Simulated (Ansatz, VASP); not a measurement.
One calculation of SiC, two programs

File POSCAR:

```
SiC
1.0
    0.0000000000      2.1562718275      2.1922097029
    2.1562718275      0.0000000000      2.1922097029
    2.1562718275      2.1562718275      0.0000000000
Si C
1 1
Direct
    0.0000000000      0.0000000000      0.0000000000
    0.2500000000      0.2500000000      0.2500000000
```

Contents of INCAR.step1:

```
SYSTEM = SiC
PREC     = Accurate       ! precision mode
ENCUT    = 520            ! plane-wave cutoff, eV
ISMEAR   = 0              ! smearing method
SIGMA    = 0.01           ! smearing width, eV
LREAL    = .FALSE.        ! projectors in reciprocal space
LASPH    = .TRUE.         ! aspherical terms in the spheres
NELM     = 80             ! most SCF steps
NBANDS   = 11             ! bands
GGA      = PE             ! functional
ALGO     = Normal         ! electronic algorithm
EDIFF    = 1E-4           ! SCF threshold, eV
LWAVE    = .TRUE.         ! write WAVECAR
LCHARG   = .FALSE.        ! write CHGCAR
```

INCAR.step2

```
SYSTEM = SiC
PREC     = Accurate       ! precision mode
ENCUT    = 520            ! plane-wave cutoff, eV
EDIFF    = 1E-6           ! SCF threshold, eV
ISMEAR   = 0              ! smearing method
SIGMA    = 0.01           ! smearing width, eV
LREAL    = .FALSE.        ! projectors in reciprocal space
LASPH    = .TRUE.         ! aspherical terms in the spheres
NELM     = 80             ! most SCF steps
ALGO     = Normal         ! electronic algorithm
ISIF     = 2              ! what is computed and relaxed
LWAVE    = .FALSE.        ! write WAVECAR
LCHARG   = .TRUE.         ! write CHGCAR
METAGGA  = R2SCAN         ! meta-GGA
LMIXTAU  = .TRUE.       
LELF     = .TRUE.         ! ELF
LVHAR    = .TRUE.       
NBANDS   = 11             ! bands
ISTART   = 1
```

Contents of KPOINTS:

```
regular mesh
0
G
  10 10 10
  0 0 0
```

Input for Ansatz:

```yaml
crystal:
  lattice:
    - [0.0, 2.1562718275, 2.1922097029]
    - [2.1562718275, 0.0, 2.1922097029]
    - [2.1562718275, 2.1562718275, 0.0]
  atoms:
    - { symbol: Si, position: [0.0, 0.0, 0.0] }
    - { symbol: C, position: [0.25, 0.25, 0.25] }
kpoints:
  mp_grid: { grid: [10, 10, 10] }
  band_path:
    path:
      - [0.0, 0.0, 0.0]
      - [-0.5, -0.5, 0.0]
      - [-0.375, -0.375, 0.25]
      - [-0.375, 0.0, 0.375]
      - [0.0, 0.0, 0.5]
      - [-0.5, -0.25, 0.25]
      - [0.0, 0.5, 0.5]
    npoints: 1
hamiltonian:
  xc: r2scan
scf:
  occupations: { method: fixed }
  n_extra_bands: 4
output:
  forces: true
  stress: true
  eigenvalues: true
  write_density: true
  write_potential: true
  elf: true
  volumetric_format: npy
```

Change from the starting cell: epitaxial_xy strain -1.0%.

Alike in both runs: task single point; functional r2SCAN; k mesh 10 × 10 × 10; no spin polarisation.

```csv
,VASP,Ansatz
version,VASP 6.6.1,Ansatz 0.2.0
potentials or method,"VASP PAW PBE potentials, release 64 (Si, C)","plane waves, PAW"
plane-wave cutoff (eV),520,500
occupations,"gaussian, width 0.01 eV",fixed
valence electrons in the cell,8,8
```

Ansatz gave:

```
gap on the k mesh at the Fermi level (eV)                     : 1.61
pressure (GPa)                                                : 3.2
traceless stress, the component that is largest in VASP (GPa) : -3.20
```

Estimate VASP's values.

gap on the k mesh at the Fermi level (eV): 1.62; pressure (GPa): 3.0; traceless stress, the component that is largest in VASP (GPa): -3.21.

VASP's potentials were made for PBE, not for r2SCAN.
